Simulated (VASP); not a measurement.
# Si16HC16 (a cell with a defect) in VASP: a series of runs, part 4 of 4

VASP 6.6.1. The steps go on from the part before.

### 6 Single point, PBE

Contents of INCAR:

```
SYSTEM = Si16HC16
PREC     = Accurate       ! precision mode
ENCUT    = 520            ! plane-wave cutoff, eV
EDIFF    = 1E-6           ! SCF threshold, eV
ISMEAR   = -1             ! smearing method
SIGMA    = 0.01           ! smearing width, eV
LREAL    = Auto         
LASPH    = .TRUE.         ! aspherical terms in the spheres
NELM     = 120            ! most SCF steps
ALGO     = Normal         ! electronic algorithm
ISIF     = 2              ! what is computed and relaxed
LWAVE    = .FALSE.        ! write WAVECAR
LCHARG   = .TRUE.         ! write CHGCAR
GGA      = PE             ! functional
LELF     = .TRUE.         ! ELF
LVHAR    = .TRUE.       
NBANDS   = 86             ! bands
NELECT   = 130.0        
GGA_COMPAT= .FALSE.
```

Contents of KPOINTS:

```
Automatic mesh
0
G
  1 1 1
  0 0 0
```

Contents of POSCAR:

```
Si16HC16
1.0
    6.1879230300      0.0000000600      0.0000000000
   -3.0939615600      5.3588985100      0.0000000000
    0.0000000000      0.0000000000     10.1287833600
Si C H
16 16 1
Direct
    0.3333092613      0.1666200579      0.9431027065
    0.1661881030      0.3337553392      0.4363917010
    0.0003203302      0.0001451791      0.6886446034
    0.0034112305      0.0016837415      0.1862938453
    0.3449815660      0.6724490066      0.9357952148
    0.1661657257      0.8323835545      0.4363954527
   -0.0000421446      0.4999506886      0.6870406595
   -0.0000390808      0.4999493823      0.1834090960
    0.8274423007      0.1549273510      0.9357992627
    0.6675388553      0.3337381659      0.4363822231
    0.4997767626      0.0001354700      0.6886367051
    0.4982223404      0.0016682477      0.1863013486
    0.8274449754      0.6724814705      0.9357901796
    0.6666287325      0.8332932508      0.4367504806
    0.4997948953      0.4995951995      0.6886324598
    0.4982573707      0.4965178880      0.1862994728
    0.3333051565      0.1666299480      0.7504540012
    0.1660775667      0.3338771926      0.2482961586
    0.0006680391      0.0003215213      0.4983712081
    0.0062730017      0.0031105272      0.0009773138
    0.3321349598      0.6660129826      0.7455623969
    0.1660231431      0.8321223068      0.2483016874
   -0.0000362215      0.4999667366      0.4970426182
   -0.0000436406      0.4999561001     -0.0050988355
    0.8338667076      0.1677984661      0.7455843147
    0.6677909908      0.3338568470      0.2482892476
    0.4995937732      0.0002963240      0.4983531408
    0.4968031966      0.0030733872      0.0009948875
    0.8338776403      0.6660252929      0.7455777986
    0.6666263035      0.8332967963      0.2471163526
    0.4996197513      0.4992555774      0.4983523510
    0.4968206784      0.4936503211      0.0010002188
    0.6666253115      0.8332699251      0.8848638263
```

Potentials or basis: VASP PAW PBE potentials, release 64 (Si, C, H).

Started as:

```console
$ cat potpaw_PBE.64/Si/POTCAR potpaw_PBE.64/C/POTCAR potpaw_PBE.64/H/POTCAR > POTCAR
$ mpirun -np 1 vasp_gam > vasp.out
```

OUTCAR:

```text
SYSTEM = Si16HC16
   PREC = Accurate
   ENCUT = 520
   EDIFF = 1E-6
   ISMEAR = -1
   LREAL = Auto
   LASPH = .TRUE.
   NELM = 120
   ISIF = 2
   GGA = PE
   NELECT = 130.0

 ion  position               nearest neighbor table
   1  0.333  0.167  0.943-  20 1.85  32 1.85  28 1.85  17 1.95  12 3.03   4 3.03  16 3.03   9 3.10
                             5 3.10  13 3.10  13 3.10   5 3.10   9 3.10  11 3.13   3 3.13  15 3.13
   2  0.166  0.334  0.436-  23 1.88  31 1.89  19 1.89  18 1.91   6 3.09  10 3.09  14 3.09  14 3.09
                            16 3.10   4 3.10   7 3.10  10 3.10   6 3.10  15 3.12   3 3.12   8 3.12
   3  0.000  0.000  0.689-  25 1.88  29 1.88  17 1.89  19 1.93  13 3.06   9 3.06  11 3.09  15 3.09
                             7 3.09   7 3.09  15 3.10  11 3.10  14 3.12   6 3.12   2 3.12   1 3.13
   4  0.003  0.002  0.186-  20 1.88  22 1.89  18 1.89  30 1.91   1 3.03  12 3.06  16 3.06   9 3.09
                            13 3.09   8 3.09   8 3.09   6 3.10   2 3.10  14 3.11  16 3.13  12 3.13
   5  0.345  0.672  0.936-  33 1.80  28 1.89  32 1.89  21 1.93  24 1.94  13 2.99   9 2.99  15 3.06
                            11 3.06  16 3.09  12 3.09   1 3.10   1 3.10   8 3.12   7 3.13
   6  0.166  0.832  0.436-  23 1.88  27 1.89  19 1.89  22 1.91  10 3.09   2 3.09  14 3.09  14 3.09
                            12 3.10   4 3.10   7 3.10   2 3.10  10 3.10  11 3.12   3 3.12   8 3.12
   7  1.000  0.500  0.687-  29 1.88  25 1.88  21 1.88  23 1.92  15 3.09   3 3.09  11 3.09  11 3.09
                             3 3.09  15 3.09   6 3.10   2 3.10  10 3.10   5 3.13  13 3.13   9 3.13
   8  1.000  0.500  0.183-  26 1.90  22 1.90  18 1.90  24 1.91  16 3.09  12 3.09   4 3.09   4 3.09
                            12 3.09  16 3.09   9 3.12   5 3.12  13 3.12  10 3.12   2 3.12   6 3.12
   9  0.827  0.155  0.936-  33 1.80  20 1.89  28 1.89  25 1.93  24 1.94  13 2.99   5 2.99   3 3.06
[... 16 lines left out ...]
  18  0.166  0.334  0.248-  16 1.89   4 1.89   8 1.90   2 1.91
  19  0.001  0.000  0.498-   6 1.89   2 1.89  14 1.90   3 1.93
  20  0.006  0.003  0.001-   1 1.85   4 1.88  13 1.89   9 1.89
  21  0.332  0.666  0.746-   7 1.88  15 1.88  11 1.88   5 1.93
  22  0.166  0.832  0.248-   4 1.89  12 1.89   8 1.90   6 1.91
[... 8 lines left out ...]
  31  0.500  0.499  0.498-   2 1.89  10 1.89  14 1.90  15 1.93
  32  0.497  0.494  0.001-   1 1.85  16 1.88  13 1.89   5 1.89
  33  0.667  0.833  0.885-  13 1.80   5 1.80   9 1.80

  LATTYP: Found a hexagonal cell.
 ALAT       =     6.1879230300
 C/A-ratio  =     1.6368631786

  Lattice vectors:

 A1 = (   6.1879230300,   0.0000000600,   0.0000000000)
[... 201 lines left out ...]
 maximum number of plane-waves:      4519
 NGX is ok and might be reduce to    48
   NGX = 23   NGY = 23   NGZ = 37

 number of electron     130.0000003 magnetization

 Free energy of the ion-electron system (eV)
  ---------------------------------------------------
  ext. energy  EPLUGINS =         0.00000000
  ---------------------------------------------------
  free energy    TOTEN  =      -213.85089661 eV

  energy without entropy =     -213.85089661  energy(sigma->0) =     -213.85089661

 E-fermi :   8.6084     XC(G=0): -11.2946

 val. band max:        8.3502920638   @ k =   0.0000   0.0000   0.0000
 cond. band min:      10.2055432155   @ k =   0.0000   0.0000   0.0000
 fundamental gap:      1.8552511517
 Fermi energy:         8.6084120819

 k-point     1 :       0.0000    0.0000    0.0000
  band No.  band energies     occupation
      1      -7.2765      2.00000
      2      -6.1170      2.00000
      3      -6.0371      2.00000
      4      -3.8573      2.00000
      5      -3.8572      2.00000
      6      -3.7847      2.00000
[... 69 lines left out ...]
     76      12.7346      0.00000
     77      13.0384      0.00000
 [bands above 77 left out]

------------------------ aborting loop because EDIFF is reached ----------------------------------------

  FORCE on cell =-STRESS in cart. coord.  units (eV):
  Direction    XX          YY          ZZ          XY          YZ          ZX
  --------------------------------------------------------------------------------------
  -------------------------------------------------------------------------------------
  Total       32.5916041     32.5875336     -0.9174009      0.0012592      0.0025327      0.0003241
  in kB      155.4671361    155.4477194     -4.3761482      0.0060067      0.0120812      0.0015462
  external PRESSURE =     102.1795691 kB  Pullay stress =       0.0000000 kB

 VOLUME and BASIS-vectors are now :
 -----------------------------------------------------------------------------
  energy-cutoff  :      520.00
  volume of cell :      335.88
      direct lattice vectors                 reciprocal lattice vectors
     6.187923030  0.000000060  0.000000000     0.161605112  0.093302757  0.000000000
    -3.093961560  5.358898510  0.000000000    -0.000000002  0.186605511  0.000000000
     0.000000000  0.000000000 10.128783360     0.000000000  0.000000000  0.098728541

 POSITION                                       TOTAL-FORCE (eV/Angst)
 -----------------------------------------------------------------------------------
      1.54698      0.89290      9.55248        -0.000054     -0.000286      0.000445
     -0.00427      1.78856      4.42012         0.002992     -0.002529      0.002887
      0.00153      0.00078      6.97513        -0.001627     -0.001812      0.001056
      0.01590      0.00902      1.88693        -0.001942     -0.000633      0.002335
      0.05419      3.60359      9.47847         0.000806      0.000193     -0.000505
     -1.54714      4.46066      4.42015        -0.000529      0.004521      0.002613
[... 25 lines left out ...]
      1.54695      2.64542      0.01013        -0.000542      0.009170     -0.018255
      1.54692      4.46541      8.96259        -0.000213      0.000337     -0.003416
 -----------------------------------------------------------------------------------
    total drift:                                0.001345      0.001615      0.090144

  FREE ENERGIE OF THE ION-ELECTRON SYSTEM (eV)
  ---------------------------------------------------
  free  energy   TOTEN  =      -213.8508966087 eV

  energy  without entropy=     -213.8508966086  energy(sigma->0) =     -213.85089661
```

stdout:

```text
POSCAR found type information on POSCAR SiC H
 POSCAR found :  3 types and      33 ions
 scaLAPACK will be used
 LDA part: xc-table for (Slater+PW92), standard interpolation
 POSCAR, INCAR and KPOINTS ok, starting setup
 FFT: planning ... GRIDC
 FFT: planning ... GRID_SOFT
 FFT: planning ... GRID
 WAVECAR not read
 entering main loop
 the old and the new charge density differ
 old charge density:   129.00000 new  130.00000
    0.372E+01
```

Wall time 2.7 min (1 thread of Intel Xeon 8259CL, shared host); peak memory 0.37 GiB.

What came out:

| Item | Value |
| --- | --- |
| Free energy | -213.8509 eV |
| Largest force | 0.020 eV/Å |

Forces in eV/Å, atoms in the order of the input:
```
Si   0.000  0.000  0.000
Si   0.003 -0.003  0.003
Si  -0.002 -0.002  0.001
Si  -0.002 -0.001  0.002
Si   0.001  0.000 -0.001
Si  -0.001  0.005  0.003
Si   0.001  0.000 -0.004
Si   0.001  0.000  0.006
Si   0.000  0.000  0.000
Si  -0.004 -0.002  0.004
Si   0.002 -0.002  0.001
Si   0.002 -0.001  0.002
Si   0.000 -0.001  0.001
Si   0.000  0.000  0.003
Si   0.000  0.001  0.001
Si   0.000  0.001  0.003
C   -0.001 -0.001 -0.001
C    0.007 -0.006  0.000
C   -0.008 -0.005 -0.001
C   -0.009 -0.005 -0.016
C    0.001  0.005  0.013
C    0.000  0.010  0.000
C    0.000 -0.002  0.002
C    0.001  0.001 -0.001
C    0.001 -0.004  0.009
C   -0.009 -0.005  0.000
C    0.010 -0.004  0.001
C    0.008 -0.004 -0.018
C   -0.002  0.005  0.009
C    0.000  0.000 -0.001
C    0.000  0.010  0.000
C   -0.001  0.009 -0.018
H    0.000  0.000 -0.003
```

Levels at points of the mesh, in eV from the Fermi level:
```csv
k point,band 63,band 64,band 65,band 66,band 67,band 68
"(0.00, 0.00, 0.00)",-0.29,-0.26,-0.26,1.60,1.60,1.67
```

Caveat: the k points lie up to 1.17 Å⁻¹ apart, too coarse for converged energies, forces and pressures; the cell carries a net charge on a neutralising background, which shifts energy and pressure; the cell is charged against a uniform background, so pressure and absolute levels hang on convention.
